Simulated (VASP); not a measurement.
# PPt (F-43m) in VASP: further runs

PPt is run at these levels: PBEsol; tasks: single point.

Program: VASP 6.6.1. These are calculated values, not measurements. Logs are shortened: lines on timing, memory, paths and dates and some standing lists are left out, and cuts for length are marked.

**1. The cell of the first run**

Symmetry: F-43m, No. 216, cubic system. Conventional cell: a = 5.303 Å, b = 5.303 Å, c = 5.303 Å, α = 90.00°, β = 90.00°, γ = 90.00°. Within 3.0 Å of Pt (site symmetry -43m) lie 4 P at 2.30 Å. Within 3.0 Å of P (site symmetry -43m) lie 4 Pt at 2.30 Å.

**2. Single point, PBEsol (18.64 Å³/atom)**

File INCAR:

```
SYSTEM = PPt
  ALGO = Normal
  EDIFF = 1E-6
  ENCUT = 520
  GGA = PS
  ISIF = 2
  ISMEAR = 0
  LASPH = .TRUE.
  LCHARG = .FALSE.
  LREAL = .FALSE.
  LWAVE = .FALSE.
  NBANDS = 14
  NELM = 100
  PREC = Accurate
  SIGMA = 0.05
```

File KPOINTS:

```
k-points
0
G
  12 12 12
  0 0 0
```

File POSCAR:

```
PPt
1.0
    0.0000000000      2.6512946464      2.6512946464
    2.6512946464      0.0000000000      2.6512946464
    2.6512946464      2.6512946464      0.0000000000
Pt P
1 1
Direct
    0.0000000000      0.0000000000      0.0000000000
    0.2500000000      0.2500000000      0.2500000000
```

Potentials or basis: VASP PAW PBE potentials, release 64 (Pt, P).

Run with:

```bash
$ cat potpaw_PBE.64/Pt/POTCAR potpaw_PBE.64/P/POTCAR > POTCAR
$ mpirun -np 1 vasp_std > vasp.out
```

OUTCAR:

```text
SYSTEM = PPt
   EDIFF = 1E-6
   ENCUT = 520
   GGA = PS
   ISIF = 2
   ISMEAR = 0
   LASPH = .TRUE.
   LREAL = .FALSE.
   NELM = 100
   PREC = Accurate

 ion  position               nearest neighbor table
   1  0.000  0.000  0.000-   2 2.30   2 2.30   2 2.30   2 2.30
   2  0.250  0.250  0.250-   1 2.30   1 2.30   1 2.30   1 2.30

  LATTYP: Found a face centered cubic cell.
 ALAT       =     5.3025892928

  Lattice vectors:

 A1 = (   0.0000000000,   2.6512946464,   2.6512946464)
 A2 = (   2.6512946464,   0.0000000000,   2.6512946464)
 A3 = (   2.6512946464,   2.6512946464,   0.0000000000)

Analysis of symmetry for initial positions (statically):
=====================================================================
 Subroutine PRICEL returns:
 Original cell was already a primitive cell.

 Routine SETGRP: Setting up the symmetry group for a
 face centered cubic supercell.

 Subroutine GETGRP returns: Found 24 space group operations
 (whereof 24 operations were pure point group operations)
 out of a pool of 48 trial point group operations.

The static configuration has the point symmetry T_d .

Analysis of symmetry for dynamics (positions and initial velocities):
=====================================================================
 Subroutine PRICEL returns:
 Original cell was already a primitive cell.

 Routine SETGRP: Setting up the symmetry group for a
 face centered cubic supercell.

 Subroutine GETGRP returns: Found 24 space group operations
 (whereof 24 operations were pure point group operations)
 out of a pool of 48 trial point group operations.

The dynamic configuration has the point symmetry T_d .

 Subroutine INISYM returns: Found 24 space group operations
 (whereof 24 operations are pure point group operations),
 and found     1 'primitive' translations

----------------------------------------------------------------------------------------

                                     Primitive cell

  volume of cell :      37.2738

  direct lattice vectors                    reciprocal lattice vectors
     0.000000000  2.651294646  2.651294646    -0.188587112  0.188587112  0.188587112
     2.651294646  0.000000000  2.651294646     0.188587112 -0.188587112  0.188587112
     2.651294646  2.651294646  0.000000000     0.188587112  0.188587112 -0.188587112

  length of vectors
     3.749496847  3.749496847  3.749496847     0.326642459  0.326642459  0.326642459

  position of ions in fractional coordinates (direct lattice)
     0.000000000  0.000000000  0.000000000
     0.250000000  0.250000000  0.250000000

  ion indices of the primitive-cell ions
   primitive index   ion index
                 1           1
                 2           2

----------------------------------------------------------------------------------------

 KPOINTS: k-points

Automatic generation of k-mesh.
 Grid dimensions read from file:
 generate k-points for:   12   12   12

 Generating k-lattice:

  Cartesian coordinates                     Fractional coordinates (reciprocal lattice)
    -0.015715593  0.015715593  0.015715593     0.083333333  0.000000000  0.000000000
     0.015715593 -0.015715593  0.015715593     0.000000000  0.083333333  0.000000000
     0.015715593  0.015715593 -0.015715593     0.000000000  0.000000000  0.083333333

  Length of vectors
     0.027220205  0.027220205  0.027220205

  Shift w.r.t. Gamma in fractional coordinates (k-lattice)
     0.000000000  0.000000000  0.000000000

 Subroutine IBZKPT returns following result:
 ===========================================

 Found     72 irreducible k-points:

 Following reciprocal coordinates:
            Coordinates               Weight
  0.000000  0.000000  0.000000      1.000000
  0.083333  0.000000  0.000000      8.000000
  0.166667  0.000000  0.000000      8.000000
  0.250000  0.000000  0.000000      8.000000
  0.333333  0.000000  0.000000      8.000000
  0.416667  0.000000  0.000000      8.000000
[... 16 lines left out ...]
  0.500000  0.166667  0.000000     24.000000
 -0.416667  0.166667  0.000000     24.000000
 [... further k-points ...]
   k-points           NKPTS =     72   k-points in BZ     NKDIM =     72   number of bands    NBANDS=     14
   number of dos      NEDOS =    301   number of ions     NIONS =      2
   total plane-waves  NPLWV =  21952
   dimension x,y,z NGX =    28 NGY =   28 NGZ =   28
   dimension x,y,z NGXF=    56 NGYF=   56 NGZF=   56
   ions per type =               1   1
   NGX,Y,Z   is equivalent  to a cutoff of  12.41, 12.41, 12.41 a.u.
   NGXF,Y,Z  is equivalent  to a cutoff of  24.83, 24.83, 24.83 a.u.
 SYSTEM =  PPt
   PREC   = accura    normal or accurate (medium, high low for compatibility)
   ISTART =      0    job   : 0-new  1-cont  2-samecut
   ICHARG =      2    charge: 1-file 2-atom 10-const
   ISPIN  =      1    spin polarized calculation?
   LNONCOLLINEAR =      F non collinear calculations
   LSORBIT =      F    spin-orbit coupling
   LASPH  =      T    aspherical Exc in radial PAW
   ENCUT  =  520.0 eV  38.22 Ry    6.18 a.u.   6.97  6.97  6.97*2*pi/ulx,y,z
   NELM   =    100;   NELMIN=  2; NELMDL= -5     # of ELM steps
   EDIFF  = 0.1E-05   stopping-criterion for ELM
   LREAL  =      F    real-space projection
   EDIFFG = 0.1E-04   stopping-criterion for IOM
   NSW    =      0    number of steps for IOM
   IBRION =     -1    ionic relax: 0-MD 1-quasi-New 2-CG
   NFREE  =      0    steps in history (QN), initial steepest desc. (CG)
   ISIF   =      2    stress and relaxation
   ISYM   =      2    0-nonsym 1-usesym 2-fastsym
   POTIM  = 0.5000    time-step for ionic-motion
   TEBEG  =    0.0;   TEEND  =   0.0 temperature during run
   PSTRESS=    0.0 pullay stress
   NELECT =      15.0000    total number of electrons
   NUPDOWN=      -1.0000    fix difference up-down
   EMIN   =  10.00;   EMAX   =-10.00  energy-range for DOS
   EFERMI =   0.00;   METHOD = LEGACY
   ISMEAR =     0;   SIGMA  =   0.05  broadening in eV -4-tet -1-fermi 0-gaus
   EFERMI_NEDOS =   21; number of points for ismear=-14 and -15
   IALGO  =     38    algorithm
   IMIX   =      4    mixing-type and parameters
     AMIX     =   0.40;   BMIX     =  1.00
     AMIX_MAG =   1.60;   BMIX_MAG =  1.00
  volume/ion in A,a.u.               =      18.64       125.77
  Fermi-wavevector in a.u.,A,eV,Ry     =   1.208659  2.284035 19.876173  1.460857
  Thomas-Fermi vector in A             =   2.344260
   LORBIT       =      0    0 simple, 1 ext, 2 COOP (PROOUT), +10 PAW based schemes
   GGA     = PS    functional components
   LHFCALC =     F    Hartree Fock is set to
   AEXX    =    0.0000 exact exchange contribution
   IVDW    =     0    specifies the selected vdW correction
   LEPSILON=     F    determine dielectric tensor
   LRPA    =     F    only Hartree local field effects (RPA)
 non-spin polarized calculation
 Gauss-broadening in eV      SIGMA  =   0.05
  energy-cutoff  :      520.00
  volume of cell :       37.27
 maximum number of plane-waves:      1018
   NGX = 13   NGY = 13   NGZ = 13

 number of electron      15.0000001 magnetization

 Free energy of the ion-electron system (eV)
  ---------------------------------------------------
  ext. energy  EPLUGINS =         0.00000000
  ---------------------------------------------------
  free energy    TOTEN  =       -13.35993848 eV

  energy without entropy =      -13.35752809  energy(sigma->0) =      -13.35873329

 E-fermi :   7.4743     XC(G=0): -11.0509

 val. band max:        7.4636185146   @ k =   0.5000   0.2500   0.0000
 cond. band min:       7.4754048791   @ k =  -0.3333   0.4167   0.0833
 fundamental gap:      0.0117863646
 Fermi energy:         7.4742517714

 k-point     1 :       0.0000    0.0000    0.0000
  band No.  band energies     occupation
      1      -5.7991      2.00000
      2       1.1804      2.00000
      3       1.1804      2.00000
      4       1.1804      2.00000
      5       3.5749      2.00000
      6       3.5749      2.00000
      7      10.6107      0.00000
      8      11.5843      0.00000
      9      11.5843      0.00000
     10      11.5843      0.00000
     11      14.2292      0.00000
     12      14.2292      0.00000
     13      14.2292      0.00000
     14      19.8256      0.00000

 k-point     2 :       0.0833    0.0000    0.0000
  band No.  band energies     occupation
      1      -5.7157      2.00000
      2       1.1336      2.00000
      3       1.2183      2.00000
      4       1.2183      2.00000
      5       3.5616      2.00000
      6       3.5616      2.00000
      7      10.3357      0.00000
      8      11.4141      0.00000
      9      11.4141      0.00000
     10      11.4238      0.00000
     11      14.1892      0.00000
     12      14.3958      0.00000
     13      14.3958      0.00000
     14      20.2210      0.00000

 k-point     3 :       0.1667    0.0000    0.0000
  band No.  band energies     occupation
      1      -5.4791      2.00000
      2       1.0277      2.00000
      3       1.3173      2.00000
      4       1.3173      2.00000
      5       3.5424      2.00000
      6       3.5424      2.00000
      7       9.1163      0.00000
      8      10.9691      0.00000
      9      10.9691      0.00000
     10      11.5899      0.00000
     11      14.2618      0.00000
     12      14.7995      0.00000
     13      14.7995      0.00000
     14      19.8701      0.00000

 k-point     4 :       0.2500    0.0000    0.0000
  band No.  band energies     occupation
      1      -5.1327      2.00000
      2       0.9447      2.00000
      3       1.4373      2.00000
      4       1.4373      2.00000
      5       3.5645      2.00000
      6       3.5645      2.00000
      7       7.5084      0.33418
      8      10.3694      0.00000
      9      10.3694      0.00000
     10      11.7906      0.00000
     11      14.7600      0.00000
     12      15.2493      0.00000
     13      15.2493      0.00000
     14      19.7093      0.00000

 k-point     5 :       0.3333    0.0000    0.0000
  band No.  band energies     occupation
      1      -4.7560      2.00000
      2       0.9706      2.00000
      3       1.5320      2.00000
      4       1.5320      2.00000
      5       3.6595      2.00000
      6       3.6595      2.00000
      7       5.9709      2.00000
      8       9.7486      0.00000
      9       9.7486      0.00000
     10      11.7859      0.00000
     11      15.5810      0.00000
[... 276 lines left out ...]
 k-point    22 :       0.4167    0.1667    0.0000
  band No.  band energies     occupation
      1      -4.4376      2.00000
      2       0.8435      2.00000
      3       1.7050      2.00000
      4       1.8030      2.00000
      5       3.4783      2.00000
      6       3.9230      2.00000
      7       5.4383      2.00000
      8       8.4770      0.00000
      9       8.7158      0.00000
     10      12.8557      0.00000
     11      14.5363      0.00000
     12      16.2942      0.00000
     13      16.4596      0.00000
     14      19.4890      0.00000

 k-point    23 :       0.5000    0.1667    0.0000
  band No.  band energies     occupation
      1      -4.2207      2.00000
      2       1.0830      2.00000
      3       1.6903      2.00000
      4       1.8327      2.00000
      5       3.6461      2.00000
      6       3.8873      2.00000
      7       4.5655      2.00000
      8       8.1626      0.00000
      9       8.4574      0.00000
     10      12.7096      0.00000
     11      14.8534      0.00000
     12      16.3179      0.00000
     13      17.4115      0.00000
     14      19.6436      0.00000

 k-point    24 :      -0.4167    0.1667    0.0000
  band No.  band energies     occupation
      1      -4.1919      2.00000
      2       1.2701      2.00000
      3       1.5742      2.00000
      4       1.8173      2.00000
      5       3.6181      2.00000
      6       3.7256      2.00000
      7       4.6604      2.00000
      8       7.7697      0.00000
      9       8.7986      0.00000
     10      12.6855      0.00000
     11      14.9282      0.00000
     12      16.1190      0.00000
     13      17.8944      0.00000
     14      19.6838      0.00000

 [... further k-points ...]

------------------------ aborting loop because EDIFF is reached ----------------------------------------

  FORCE on cell =-STRESS in cart. coord.  units (eV):
  Direction    XX          YY          ZZ          XY          YZ          ZX
  --------------------------------------------------------------------------------------
  -------------------------------------------------------------------------------------
  Total       -0.0068107     -0.0068107     -0.0068107      0.0000000      0.0000000     -0.0000000
  in kB       -0.2927516     -0.2927516     -0.2927516      0.0000000      0.0000000     -0.0000000
  external PRESSURE =      -0.2927516 kB  Pullay stress =       0.0000000 kB

 VOLUME and BASIS-vectors are now :
 -----------------------------------------------------------------------------
  energy-cutoff  :      520.00
  volume of cell :       37.27
      direct lattice vectors                 reciprocal lattice vectors
     0.000000000  2.651294646  2.651294646    -0.188587112  0.188587112  0.188587112
     2.651294646  0.000000000  2.651294646     0.188587112 -0.188587112  0.188587112
     2.651294646  2.651294646  0.000000000     0.188587112  0.188587112 -0.188587112

 POSITION                                       TOTAL-FORCE (eV/Angst)
 -----------------------------------------------------------------------------------
      0.00000      0.00000      0.00000         0.000000      0.000000      0.000000
      1.32565      1.32565      1.32565        -0.000000     -0.000000     -0.000000
 -----------------------------------------------------------------------------------
    total drift:                               -0.000000     -0.000000     -0.000000

  FREE ENERGIE OF THE ION-ELECTRON SYSTEM (eV)
  ---------------------------------------------------
  free  energy   TOTEN  =       -13.3599384846 eV

  energy  without entropy=      -13.3575280910  energy(sigma->0) =      -13.35873329
```

Run time: 52 s. Hardware: 1 thread of Intel Xeon 8259CL, shared host; peak memory 0.18 GiB.

Results:

| Property | Result |
| --- | --- |
| Free energy | -13.3599 eV |
| Pressure | 0.0 GPa |
| Band gap on the k mesh | zero (an odd number of electrons rules out a gap without spin polarisation) |

Caveat: the PAW data sets were made with another functional, which shifts forces and pressure a little; spin-orbit coupling is left out, which moves the levels of the heavy elements.

(Part 1 of 2 ends here.)
